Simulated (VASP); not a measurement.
# AlRu in VASP: further runs, part 2 of 2

VASP 6.6.1. The steps go on from the part before.

### 4 Single point, PBE

INCAR

```
SYSTEM = AlRu
  PREC = Accurate
  ENCUT = 500
  EDIFF = 1E-6
  ISMEAR = -1
  SIGMA = 0.05
  LREAL = .FALSE.
  LASPH = .TRUE.
  NELM = 120
  ALGO = Normal
  ISIF = 2
  LWAVE = .FALSE.
  LCHARG = .FALSE.
  GGA = PE
  NBANDS = 16
  GGA_COMPAT = .FALSE.
```

KPOINTS

```
Automatic mesh
0
G
  8 8 8
  0 0 0
```

POSCAR

```
AlRu
1.0
    2.9916000000     -0.0299160000      0.0000000000
   -0.0299160000      2.9916000000      0.0000000000
    0.0000000000      0.0000000000      2.9916000000
Ru Al
1 1
Direct
    0.5000000000      0.5000000000      0.5000000000
    0.0000000000      0.0000000000      0.0000000000
```

Potentials or basis: VASP PAW PBE potentials, release 64 (Ru_pv, Al).

Run with:

```console
$ cat potpaw_PBE.64/Ru_pv/POTCAR potpaw_PBE.64/Al/POTCAR > POTCAR
$ mpirun -np 1 vasp_std > vasp.out
```

OUTCAR:

```text
SYSTEM = AlRu
   PREC = Accurate
   ENCUT = 500
   EDIFF = 1E-6
   ISMEAR = -1
   LREAL = .FALSE.
   LASPH = .TRUE.
   NELM = 120
   ISIF = 2
   GGA = PE

 ion  position               nearest neighbor table
   1  0.500  0.500  0.500-   2 2.57   2 2.57   2 2.57   2 2.57   2 2.61   2 2.61   2 2.61   2 2.61

   2  0.000  0.000  0.000-   1 2.57   1 2.57   1 2.57   1 2.57   1 2.61   1 2.61   1 2.61   1 2.61

  LATTYP: Found a base centered orthorhombic cell.
 ALAT       =     4.1884536803
 B/A-ratio  =     1.0202020202
 C/A-ratio  =     0.7142492739

  Lattice vectors:

 A1 = (   2.9916000000,  -0.0299160000,   0.0000000000)
 A2 = (  -0.0299160000,   2.9916000000,   0.0000000000)
 A3 = (   0.0000000000,   0.0000000000,   2.9916000000)

Analysis of symmetry for initial positions (statically):
=====================================================================
 Subroutine PRICEL returns:
 Original cell was already a primitive cell.

 Routine SETGRP: Setting up the symmetry group for a
 base centered orthorhombic supercell.

[... 160 lines left out ...]
  ext. energy  EPLUGINS =         0.00000000
  ---------------------------------------------------
  free energy    TOTEN  =       -14.22356687 eV

  energy without entropy =      -14.20431707  energy(sigma->0) =      -14.21394197

 E-fermi :  10.7797     XC(G=0): -12.5644

 val. band max:       10.7457658888   @ k =   0.2500   0.1250   0.0000
 cond. band min:      10.7946051813   @ k =  -0.3750   0.3750   0.2500
 fundamental gap:      0.0488392925
 Fermi energy:        10.7796825714

 k-point     1 :       0.0000    0.0000    0.0000
  band No.  band energies     occupation
      1     -31.0256      2.00000
      2     -31.0211      2.00000
      3     -31.0152      2.00000
      4       1.0425      2.00000
      5       7.1616      2.00000
      6       7.1655      2.00000
[... 433 lines left out ...]
      3     -31.0087      2.00000
      4       2.4612      2.00000
      5       7.3509      2.00000
      6       7.6501      2.00000
[... 8 lines left out ...]
     15      24.4912      0.00000
     16      26.0750      0.00000

 [... further k-points ...]
[... 5 lines left out ...]
  --------------------------------------------------------------------------------------
  -------------------------------------------------------------------------------------
  Total        0.5039567      0.5039567      0.5019986      0.4342661      0.0000000      0.0000000
  in kB       30.1603682     30.1603682     30.0431846     25.9895890      0.0000000      0.0000000
  external PRESSURE =      30.1213070 kB  Pullay stress =       0.0000000 kB

 VOLUME and BASIS-vectors are now :
 -----------------------------------------------------------------------------
  energy-cutoff  :      500.00
  volume of cell :       26.77
      direct lattice vectors                 reciprocal lattice vectors
     2.991600000 -0.029916000  0.000000000     0.334302718  0.003343027  0.000000000
    -0.029916000  2.991600000  0.000000000     0.003343027  0.334302718  0.000000000
     0.000000000  0.000000000  2.991600000     0.000000000  0.000000000  0.334269287

 POSITION                                       TOTAL-FORCE (eV/Angst)
 -----------------------------------------------------------------------------------
      1.48084      1.48084      1.49580        -0.000000      0.000000      0.000000
      0.00000      0.00000      0.00000         0.000000      0.000000      0.000000
 -----------------------------------------------------------------------------------
    total drift:                                0.000000     -0.000000     -0.000000

  FREE ENERGIE OF THE ION-ELECTRON SYSTEM (eV)
  ---------------------------------------------------
  free  energy   TOTEN  =       -14.2235668706 eV

  energy  without entropy=      -14.2043170659  energy(sigma->0) =      -14.21394197
```

OSZICAR:

```text
N       E                     dE             d eps       ncg     rms          rms(c)
DAV:   1     0.114912322572E+03    0.11491E+03   -0.90365E+03  3432   0.961E+02
DAV:   2    -0.130815318877E+02   -0.12799E+03   -0.12210E+03  4016   0.289E+02
DAV:   3    -0.148850925265E+02   -0.18036E+01   -0.17983E+01  4248   0.361E+01
DAV:   4    -0.148985743375E+02   -0.13482E-01   -0.13465E-01  4264   0.326E+00
DAV:   5    -0.148987545680E+02   -0.18023E-03   -0.18006E-03  4088   0.359E-01    0.122E+01
DAV:   6    -0.143228921189E+02    0.57586E+00   -0.23486E+00  3696   0.165E+01    0.248E+00
DAV:   7    -0.142388725468E+02    0.84020E-01   -0.20953E-01  3520   0.508E+00    0.215E+00
DAV:   8    -0.142237304344E+02    0.15142E-01   -0.16580E-02  3960   0.104E+00    0.204E-01
DAV:   9    -0.142235745383E+02    0.15590E-03   -0.27356E-04  4336   0.131E-01    0.131E-01
DAV:  10    -0.142235683844E+02    0.61539E-05   -0.23834E-05  3696   0.532E-02    0.518E-03
DAV:  11    -0.142235673285E+02    0.10559E-05   -0.57418E-07  3328   0.717E-03    0.439E-03
DAV:  12    -0.142235668706E+02    0.45793E-06   -0.63938E-08  1992   0.275E-03
   1 F= -.14223567E+02 E0= -.14213942E+02  d E =-.192498E-01
```

It took 50 s on 1 thread of Intel Xeon 8259CL, shared host; peak memory 0.17 GiB.

What came out:

* Free energy: -14.2236 eV
* Pressure: 3.0 GPa
* Band gap on the k mesh: zero (an odd number of electrons rules out a gap without spin polarisation)

Caveat: the cell stands under pressure.

### 5 Overview

```csv
cell,gap on the mesh (eV),pressure (GPa)
"a = 2.992 Å, 2 atoms",none,2.9
"a = 2.992 Å, angles 90.0, 90.0, 92.3°, 2 atoms",none,3.3
"a = 2.992 Å, angles 90.0, 90.0, 91.1°, 2 atoms",none,3.0
```

Alike in all rows: task single point; level PBE; potentials or basis VASP PAW PBE potentials, release 64 (Ru_pv, Al); no spin polarisation; k mesh 8 × 8 × 8; cutoff (eV) 500; smearing fermi-dirac 0.05 eV.

Caveats: the cell stands under pressure (at least some runs).

Total energies depend on the potentials used, so only differences within one code and one set of settings carry meaning.
